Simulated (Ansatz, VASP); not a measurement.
ScAl in VASP and in Ansatz

```
Sc Al
1.0
     3.34515    0.00000    0.00000
     0.00000    3.34515    0.00000
     0.00000    0.00000    3.34515
Sc Al
1 1
Direct
  0.50000 0.50000 0.50000
  0.00000 0.00000 0.00000
```

Alike in both runs: task single point; functional PBEsol; k mesh 10 × 10 × 10; occupations fermi-dirac, width 0.08 eV; no spin polarisation.

```csv
,VASP,Ansatz
version,VASP 6.6.1,Ansatz 0.2.0
potentials or method,"VASP PAW PBE potentials, release 64 (Sc_sv, Al)","PAW with Ansatz's default frozen-core files, scalar-relativistic"
plane-wave cutoff (eV),520,420
valence electrons in the cell,14,14
```

```tsv
	VASP	Ansatz	Ansatz less VASP
pressure (GPa)	0.1	0.0	-0.13
```

VASP's potentials were made for PBE, not for PBEsol. With one functional, cell and mesh, what is left measures potentials, basis and numerics. Ansatz's warnings: optics on partly filled bands.
